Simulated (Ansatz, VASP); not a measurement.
N: VASP beside Ansatz

INCAR

```
ALGO     = Normal         # electronic algorithm
EDIFF    = 1E-7           # SCF threshold, eV
ENCUT    = 520            # plane-wave cutoff, eV
GGA      = PE             # functional
ISIF     = 2              # what is computed and relaxed
ISMEAR   = -1             # smearing method
LASPH    = T              # aspherical terms in the spheres
LCHARG   = F              # write CHGCAR
LREAL    = F              # projectors in reciprocal space
LWAVE    = F              # write WAVECAR
NBANDS   = 8              # bands
NELM     = 60             # most SCF steps
PREC     = Accurate       # precision mode
SIGMA    = 0.05           # smearing width, eV
```

The input KPOINTS:

```
k-points
0
Gamma
  20 20 20
```

Contents of POSCAR:

```
N
1.0
    0.0000000000      1.5860632642      1.5860632642
    1.5860632642      0.0000000000      1.5860632642
    1.5860632642      1.5860632642      0.0000000000
N
1
Direct
    0.0000000000      0.0000000000      0.0000000000
```

Input for Ansatz:

```yaml
crystal:
  lattice:
    - [0.0, 1.5860632642, 1.5860632642]
    - [1.5860632642, 0.0, 1.5860632642]
    - [1.5860632642, 1.5860632642, 0.0]
  atoms:
    - { symbol: "N", position: [0.0, 0.0, 0.0] }
kpoints:
  mp_grid: { grid: [20, 20, 20] }
scf:
  occupations: { method: fermi_dirac, width: 0.05 }
hamiltonian:
  xc: pbe
  pseudopotentials: { kind: all_electron, lapw: { basis_error: 0.0005 } }
output:
  forces: true
  stress: true
  eigenvalues: true
```

Change from the starting cell: volume scaled by 1.05.

Alike in both runs: task single point; functional PBE; k mesh 20 × 20 × 20; occupations fermi-dirac, width 0.05 eV; no spin polarisation.

|  | VASP | Ansatz |
| --- | --- | --- |
| version | VASP 6.6.1 | Ansatz 0.2.0 |
| potentials or method | VASP PAW PBE potentials, release 64 (N), cutoff 520 eV | all-electron LAPW, scalar-relativistic |

Ansatz gave:

```
pressure (GPa) : -7.8
```

Question: Which values does VASP return?

Answer: Pressure (GPa): -8.0.

Ansatz ran all-electron here, and VASP with PAW potentials.
